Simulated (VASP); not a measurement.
Here is a VASP 6.6.1 calculation.

Contents of INCAR:

```
SYSTEM = CuAu
  ALGO = Normal
  EDIFF = 1E-8
  ENCUT = 520
  GGA = PS
  ISIF = 2
  ISMEAR = -4
  LASPH = .TRUE.
  LCHARG = .FALSE.
  LEFG = .TRUE.
  LREAL = .FALSE.
  LWAVE = .FALSE.
  NBANDS = 18
  NELM = 80
  PREC = Accurate
  SIGMA = 0.1
```

File KPOINTS:

```
k-points
0
G
  11 11 8
  0 0 0
```

The input POSCAR:

```
CuAu
1.0
    2.8507024026      0.0000000000      0.0000000000
    0.0000000000      2.8507024026      0.0000000000
    0.0000000000      0.0000000000      3.5816088600
Cu Au
1 1
Direct
    0.5000000000      0.5000000000      0.5000000000
    0.0000000000      0.0000000000      0.0000000000
```

Potentials or basis: VASP PAW PBE potentials, release 64 (Cu, Au).

Command:

```console
$ cat potpaw_PBE.64/Cu/POTCAR potpaw_PBE.64/Au/POTCAR > POTCAR
$ mpirun -np 1 vasp_std > vasp.out
```

Q: Estimate the pressure.

A: -3.6 GPa.

Q: Estimate the band gap on the k mesh.

A: Zero (bands 11 and 12 overlap by 6.15 eV).

Stress tensor (GPa, compression positive):
```
-4.21  0.00  0.00
 0.00 -4.21  0.00
 0.00  0.00 -2.40
```

Caveat: the cell stands under tension; without QUAD_EFG the Cq values of the log hold for a quadrupole moment of 1 mb, not for the nuclei; the PAW data sets were made with another functional, which shifts forces and pressure a little; spin-orbit coupling is left out, which moves the levels of the heavy elements.
